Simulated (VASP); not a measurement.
Here is a VASP 6.6.1 calculation.

File INCAR:

```
PREC = Accurate
ENCUT = 600
EDIFF = 1E-6
ISMEAR = 1
SIGMA = 0.05
LREAL = False
LASPH = True
NELM = 200
ALGO = Normal
ISIF = 2
LWAVE = False
LCHARG = False
ISPIN = 2
MAGMOM = 2 0
LORBIT = 11
LMAXMIX = 4
LDAU = True
LDAUTYPE = 2
LDAUL = 2 -1
LDAUU = 4 0
LDAUJ = 0 0
LDAUPRINT = 1
GGA = PS
NBANDS = 21
GGA_COMPAT = False
```

Contents of KPOINTS:

```
regular mesh
0
Gamma
  9 9 9
```

The input POSCAR:

```
AlCo
1.0
    2.8194032100      0.0000000000      0.0000000000
    0.0000000000      2.8194032100      0.0000000000
    0.0000000000      0.0000000000      2.8194032100
Co Al
1 1
Direct
    0.5000000000      0.5000000000      0.5000000000
    0.0000000000      0.0000000000      0.0000000000
```

Potentials or basis: VASP PAW PBE potentials, release 64 (Co_sv, Al).

Run with:

```bash
$ cat potpaw_PBE.64/Co_sv/POTCAR potpaw_PBE.64/Al/POTCAR > POTCAR
$ mpirun -np 1 vasp_std > vasp.out
```

Problem. Estimate the pressure.

Solution. 1.3 GPa.

Problem. Estimate the net moment.

Solution. 0.55 μB per cell.

Problem. What does it give for the site moments?

Solution. Co +0.76; Al -0.03 μB.

Eigenvalues of the final occupation matrices:
```csv
site,spin,trace,eigenvalues
site 1 d,1,3.89,0.76 0.76 0.79 0.79 0.79
site 1 d,2,3.12,0.40 0.40 0.77 0.77 0.77
```

Caveat: the PAW data sets were made with another functional, which shifts forces and pressure a little; the U is typed as a test and isn't derived for this compound. The state reached can hang on the start; a lower one may exist.
